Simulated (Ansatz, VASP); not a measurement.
**One calculation of PbS, two programs**

```
Pb S
1.0
     0.00000    2.96575    2.96575
     2.96575    0.00000    2.96575
     2.96575    2.96575    0.00000
Pb S
1 1
Direct
  0.00000 0.00000 0.00000
  0.50000 0.50000 0.50000
```

Alike in both runs: task single point; functional PBE; k mesh 8 × 8 × 8; occupations fermi-dirac, width 0.05 eV; non-collinear spin, spin-orbit coupling.

|  | VASP | Ansatz |
| --- | --- | --- |
| version | VASP 6.6.1 | Ansatz 0.2.0 |
| potentials or method | VASP PAW PBE potentials, release 64 (Pb_d, S) | Ansatz PAW |
| plane-wave cutoff (eV) | 520 | 420 |
| valence electrons in the cell | 20 | 20 |

|  | VASP | Ansatz | Ansatz less VASP |
| --- | --- | --- | --- |
| pressure (GPa) | 1.8 | 1.8 | -0.08 |

With one functional, cell and mesh, what is left measures potentials, basis and numerics.
